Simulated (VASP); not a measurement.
The system is Si.

```xyz
1
Lattice="0.0000 1.9581 1.9581 1.9581 0.0000 1.9581 1.9581 1.9581 0.0000" Properties=species:S:1:pos:R:3 pbc="T T T"
Si    0.0000    0.0000    0.0000
```

| Property | Result |
| --- | --- |
| Program | VASP 6.6.1 |
| Task | relaxation of cell and atoms |
| Functional | LDA |
| Potentials or basis | VASP PAW LDA potentials, release 64 (Si) |
| Cutoff | 600 eV |
| k mesh | 14 × 14 × 14 |
| Occupations | fermi-dirac, width 0.1 eV |
| Spin | no spin polarisation |

At the start: pressure -6.0 GPa; volume 15.02 Å³/atom.

Problem. Where does the relaxation end?

Solution. Over 3 steps the energy falls by 22.5 meV/atom and the volume is 13.88 Å³/atom (-7.5 %); space group Fm-3m (No. 225, to 0.05 Å).

Step by step:
```csv
step,energy change (eV),largest force (eV/Å),pressure (GPa),volume (Å³)
1,0.0000,0.0000,-5.98,15.02
2,-0.0225,0.0000,0.36,13.83
3,-0.0225,0.0000,0.01,13.88
```

Final structure:
```
CELL_PARAMETERS angstrom
0.00000 1.90766 1.90766
1.90766 0.00000 1.90766
1.90766 1.90766 0.00000
ATOMIC_POSITIONS crystal
Si 0.00000 0.00000 0.00000
```
